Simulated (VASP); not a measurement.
# Si3N4 (P6_3/m) in VASP: relaxation of the atoms with PBE

Aim: the relaxation of the atoms of Si3N4 with PBE.

All numbers are computed with VASP 6.6.1; they aren't measurements. Logs are shortened: lines on timing, memory, paths and dates and some standing lists are left out, and cuts for length are marked.

**1. The cell of the first run**

Symmetry: P6_3/m, No. 176, hexagonal system. Conventional cell: a = 7.717 Å, b = 7.717 Å, c = 2.952 Å, α = 90.00°, β = 90.00°, γ = 120.00°. Within 2.3 Å of Si (site symmetry m) lie 4 N at 1.76 Å. N (site symmetry -6) has 3 Si at 1.76 Å within 2.3 Å. N (site symmetry m) has 3 Si at 1.76 Å within 2.3 Å.

**2. Relaxation of the atoms, PBE (10.87 Å³/atom)**

File INCAR:

```
SYSTEM = Si3N4
ALGO = Normal ; EDIFF = 1E-7
EDIFFG = -0.02 ; ENCUT = 520
GGA = PE ; IBRION = 2
ISIF = 2 ; ISMEAR = -1
KPAR = 4 ; LASPH = .TRUE.
LCHARG = .FALSE. ; LREAL = .FALSE.
LWAVE = .FALSE. ; NELM = 100
NSW = 80 ; PREC = Accurate
SIGMA = 0.02
```

File KPOINTS:

```
k-points
0
G
  4 4 9
  0 0 0
```

File POSCAR:

```
Si3N4
1.0
    7.7172351789      0.0000000000      0.0000000000
   -3.8586175894      6.6833217119      0.0000000000
    0.0000000000      0.0000000000      2.9517386071
Si N
6 8
Direct
    0.1740483666      0.7679428916      0.2500000000
    0.4061054750      0.1740483666      0.7500000000
    0.2320571084      0.4061054750      0.2500000000
    0.8259516334      0.2320571084      0.7500000000
    0.5938945250      0.8259516334      0.2500000000
    0.7679428916      0.5938945250      0.7500000000
    0.3333333333      0.6666666667      0.2500000000
    0.6666666667      0.3333333333      0.7500000000
    0.3297879503      0.0300001295      0.2500000000
    0.2997878208      0.3297879503      0.7500000000
    0.9699998705      0.2997878208      0.2500000000
    0.6702120497      0.9699998705      0.7500000000
    0.7002121792      0.6702120497      0.2500000000
    0.0300001295      0.7002121792      0.7500000000
```

Potentials or basis: VASP PAW PBE potentials, release 64 (Si, N).

Launch:

```bash
$ cat potpaw_PBE.64/Si/POTCAR potpaw_PBE.64/N/POTCAR > POTCAR
$ mpirun -np 4 vasp_std > vasp.out
```

OUTCAR:

```text
SYSTEM = Si3N4
   EDIFF = 1E-7
   EDIFFG = -0.02
   ENCUT = 520
   GGA = PE
   IBRION = 2
   ISIF = 2
   ISMEAR = -1
   LASPH = .TRUE.
   LREAL = .FALSE.
   NELM = 100
   NSW = 80
   PREC = Accurate

 ion  position               nearest neighbor table
   1  0.174  0.768  0.250-   7 1.76   9 1.76  14 1.76  14 1.76   3 3.04   5 3.04   2 3.10   2 3.10
                             6 3.10   6 3.10
   2  0.406  0.174  0.750-   8 1.76  10 1.76   9 1.76   9 1.76   4 3.04   6 3.04   3 3.10   3 3.10
                             1 3.10   1 3.10
   3  0.232  0.406  0.250-   7 1.76  11 1.76  10 1.76  10 1.76   1 3.04   5 3.04   2 3.10   2 3.10
                             4 3.10   4 3.10
   4  0.826  0.232  0.750-   8 1.76  12 1.76  11 1.76  11 1.76   6 3.04   2 3.04   5 3.10   5 3.10
                             3 3.10   3 3.10
   5  0.594  0.826  0.250-   7 1.76  13 1.76  12 1.76  12 1.76   1 3.04   3 3.04   6 3.10   6 3.10
                             4 3.10   4 3.10
   6  0.768  0.594  0.750-   8 1.76  14 1.76  13 1.76  13 1.76   4 3.04   2 3.04   5 3.10   5 3.10
                             1 3.10   1 3.10
   7  0.333  0.667  0.250-   1 1.76   5 1.76   3 1.76
   8  0.667  0.333  0.750-   4 1.76   2 1.76   6 1.76
   9  0.330  0.030  0.250-   1 1.76   2 1.76   2 1.76
  10  0.300  0.330  0.750-   2 1.76   3 1.76   3 1.76
  11  0.970  0.300  0.250-   3 1.76   4 1.76   4 1.76
  12  0.670  0.970  0.750-   4 1.76   5 1.76   5 1.76
  13  0.700  0.670  0.250-   5 1.76   6 1.76   6 1.76
  14  0.030  0.700  0.750-   6 1.76   1 1.76   1 1.76

  LATTYP: Found a hexagonal cell.
 ALAT       =     7.7172351789
 C/A-ratio  =     0.3824865433

  Lattice vectors:

 A1 = (   7.7172351789,   0.0000000000,   0.0000000000)
 A2 = (  -3.8586175894,   6.6833217119,   0.0000000000)
 A3 = (   0.0000000000,   0.0000000000,   2.9517386071)

Analysis of symmetry for initial positions (statically):
=====================================================================
 Subroutine PRICEL returns:
 Original cell was already a primitive cell.

 Routine SETGRP: Setting up the symmetry group for a
 hexagonal supercell.

 Subroutine GETGRP returns: Found 12 space group operations
 (whereof  6 operations were pure point group operations)
 out of a pool of 24 trial point group operations.

The static configuration has the point symmetry S_6 .
 The point group associated with its full space group is C_6h.

Analysis of symmetry for dynamics (positions and initial velocities):
=====================================================================
 Subroutine PRICEL returns:
 Original cell was already a primitive cell.

 Routine SETGRP: Setting up the symmetry group for a
 hexagonal supercell.

 Subroutine GETGRP returns: Found 12 space group operations
 (whereof  6 operations were pure point group operations)
[... 115 lines left out ...]
   ICHARG =      2    charge: 1-file 2-atom 10-const
   ISPIN  =      1    spin polarized calculation?
   LNONCOLLINEAR =      F non collinear calculations
   LSORBIT =      F    spin-orbit coupling
   LASPH  =      T    aspherical Exc in radial PAW
   ENCUT  =  520.0 eV  38.22 Ry    6.18 a.u.  14.35 14.35  5.49*2*pi/ulx,y,z
   NELM   =    100;   NELMIN=  2; NELMDL= -5     # of ELM steps
   EDIFF  = 0.1E-06   stopping-criterion for ELM
   LREAL  =      F    real-space projection
   EDIFFG = -.2E-01   stopping-criterion for IOM
   NSW    =     80    number of steps for IOM
   IBRION =      2    ionic relax: 0-MD 1-quasi-New 2-CG
   NFREE  =      1    steps in history (QN), initial steepest desc. (CG)
   ISIF   =      2    stress and relaxation
   ISYM   =      2    0-nonsym 1-usesym 2-fastsym
   POTIM  = 0.5000    time-step for ionic-motion
   TEBEG  =    0.0;   TEEND  =   0.0 temperature during run
   PSTRESS=    0.0 pullay stress
   NELECT =      64.0000    total number of electrons
   NUPDOWN=      -1.0000    fix difference up-down
   EMIN   =  10.00;   EMAX   =-10.00  energy-range for DOS
   EFERMI =   0.00;   METHOD = LEGACY
   ISMEAR =    -1;   SIGMA  =   0.02  broadening in eV -4-tet -1-fermi 0-gaus
   EFERMI_NEDOS =   21; number of points for ismear=-14 and -15
   IALGO  =     38    algorithm
   IMIX   =      4    mixing-type and parameters
     AMIX     =   0.40;   BMIX     =  1.00
     AMIX_MAG =   1.60;   BMIX_MAG =  1.00
  volume/ion in A,a.u.               =      10.87        73.38
  Fermi-wavevector in a.u.,A,eV,Ry     =   1.226377  2.317517 20.463185  1.504002
  Thomas-Fermi vector in A             =   2.361381
   LORBIT       =      0    0 simple, 1 ext, 2 COOP (PROOUT), +10 PAW based schemes
   GGA     = PE    functional components
   LHFCALC =     F    Hartree Fock is set to
   AEXX    =    0.0000 exact exchange contribution
   IVDW    =     0    specifies the selected vdW correction
   LEPSILON=     F    determine dielectric tensor
   LRPA    =     F    only Hartree local field effects (RPA)
 conjugate gradient relaxation of ions
 non-spin polarized calculation
  energy-cutoff  :      520.00
  volume of cell :      152.24
 maximum number of plane-waves:      4145
 NGX is ok and might be reduce to    60
   NGX = 29   NGY = 29   NGZ = 11

--------------------------------------- Ionic step        1  -------------------------------------------

 number of electron      63.9999999 magnetization

 Free energy of the ion-electron system (eV)
  ---------------------------------------------------
  ext. energy  EPLUGINS =         0.00000000
  ---------------------------------------------------
  free energy    TOTEN  =      -114.48084338 eV

  energy without entropy =     -114.48084338  energy(sigma->0) =     -114.48084338

------------------------ aborting loop because EDIFF is reached ----------------------------------------

  FORCE on cell =-STRESS in cart. coord.  units (eV):
  Direction    XX          YY          ZZ          XY          YZ          ZX
  --------------------------------------------------------------------------------------
  -------------------------------------------------------------------------------------
  Total       -4.9492612     -4.9492612     -6.0013577      0.0000001     -0.0000000      0.0000000
  in kB      -52.0857549    -52.0857549    -63.1579605      0.0000005     -0.0000000      0.0000000
  external PRESSURE =     -55.7764901 kB  Pullay stress =       0.0000000 kB
[... 323 lines left out ...]
--------------------------------------- Ionic step        8  -------------------------------------------

 number of electron      63.9999997 magnetization

 Free energy of the ion-electron system (eV)
  ---------------------------------------------------
  ext. energy  EPLUGINS =         0.00000000
  ---------------------------------------------------
  free energy    TOTEN  =      -114.48582173 eV

  energy without entropy =     -114.48582173  energy(sigma->0) =     -114.48582173

 E-fermi :   6.7784     XC(G=0): -10.6084

 val. band max:        6.2921241917   @ k =   0.0000   0.0000   0.2222
 cond. band min:      10.4405334407   @ k =   0.0000   0.0000   0.0000
 fundamental gap:      4.1484092490
 Fermi energy:         6.7784485773

 k-point     1 :       0.0000    0.0000    0.0000
  band No.  band energies     occupation
      1     -11.5953      2.00000
      2     -10.2179      2.00000
      3     -10.2179      2.00000
      4      -9.6018      2.00000
      5      -9.4490      2.00000
      6      -9.4490      2.00000
[... 890 lines left out ...]
  FREE ENERGIE OF THE ION-ELECTRON SYSTEM (eV)
  ---------------------------------------------------
  free  energy   TOTEN  =      -114.4858217264 eV

  energy  without entropy=     -114.4858217264  energy(sigma->0) =     -114.48582173

 reached required accuracy - stopping structural energy minimisation
```

OSZICAR:

```text
N       E                     dE             d eps       ncg     rms          rms(c)
DAV:   1     0.314744374028E+03    0.31474E+03   -0.31812E+04  1600   0.147E+03
DAV:   2    -0.104237366000E+03   -0.41898E+03   -0.40433E+03  2080   0.300E+02
[... 71 lines left out ...]
       N       E                     dE             d eps       ncg     rms          rms(c)
DAV:   1    -0.114485819502E+03   -0.46717E-04   -0.98854E-04  1664   0.168E-01    0.116E-02
DAV:   2    -0.114485822523E+03   -0.30208E-05   -0.37446E-05  1920   0.310E-02    0.654E-03
DAV:   3    -0.114485821818E+03    0.70520E-06   -0.10699E-06  1904   0.723E-03    0.356E-03
DAV:   4    -0.114485821725E+03    0.92800E-07   -0.12321E-06  1920   0.630E-03    0.925E-04
DAV:   5    -0.114485821726E+03   -0.15061E-08   -0.24167E-07  1376   0.309E-03
   8 F= -.11448582E+03 E0= -.11448582E+03  d E =-.489801E-04
```

Wall time 3.6 min (4 MPI ranks of Oxide Virtual Turin-like, shared host); peak memory 0.3 GiB.

What came out:

```yaml
Free_energy: -114.4858 eV
Energy_gained_by_relaxing: 0.4 meV/atom
Ionic_steps: 8
Pressure_after_relaxing: -5.3 GPa
Largest_force_after_relaxing: 0.010 eV/Å
Band_gap_on_the_k_mesh: 4.15 eV (least direct gap 4.33 eV)
```

Forces on the atoms (eV/Å):
```
Si   0.004  0.008  0.000
Si  -0.005  0.008  0.000
Si  -0.009 -0.001  0.000
Si  -0.004 -0.008  0.000
Si   0.005 -0.008  0.000
Si   0.009  0.001  0.000
N    0.000  0.000  0.000
N    0.000  0.000  0.000
N    0.000 -0.010  0.000
N    0.009 -0.005  0.000
N    0.009  0.005  0.000
N    0.000  0.010  0.000
N   -0.009  0.005  0.000
N   -0.009 -0.005  0.000
```

The path:
| step | energy change (eV) | largest force (eV/Å) | pressure (GPa) |
| --- | --- | --- | --- |
| 1 | 0.0000 | 0.0561 | -5.58 |
| 2 | -0.0014 | 0.0510 | -5.54 |
| 3 | -0.0028 | 0.1283 | -5.44 |
| 4 | -0.0033 | 0.1117 | -5.42 |
| 5 | -0.0045 | 0.0627 | -5.38 |
| 6 | -0.0047 | 0.0469 | -5.29 |
| 7 | -0.0049 | 0.0225 | -5.33 |
| 8 | -0.0050 | 0.0100 | -5.33 |

Final structure:
```xyz
14
Lattice="7.7172 0.0000 0.0000 -3.8586 6.6833 0.0000 0.0000 0.0000 2.9517" Properties=species:S:1:pos:R:3 pbc="T T T"
Si   -1.6127    5.1473    0.7379
Si    2.4532    1.1771    2.2138
Si    0.2072    2.7130    0.7379
Si    5.4713    1.5360    2.2138
Si    1.4054    5.5063    0.7379
Si    3.6514    3.9703    2.2138
N     0.0000    4.4555    0.7379
N     3.8586    2.2278    2.2138
N     2.4245    0.2150    0.7379
N     1.0261    2.2072    2.2138
N     6.3188    1.9922    0.7379
N     1.4341    6.4684    2.2138
N     2.8325    4.4761    0.7379
N    -2.4602    4.6911    2.2138
```

Levels at points of the mesh, in eV from the valence-band top:
| k point | band 29 | band 30 | band 31 | band 32 | band 33 | band 34 | band 35 | band 36 |
| --- | --- | --- | --- | --- | --- | --- | --- | --- |
| (0.00, 0.00, 0.00) | -1.22 | -0.43 | -0.38 | -0.19 | 4.15 | 4.39 | 4.64 | 4.64 |
| (0.50, 0.00, 0.00) | -1.28 | -0.74 | -0.31 | -0.24 | 4.38 | 4.49 | 4.66 | 5.01 |

A k mesh can miss the band edges.
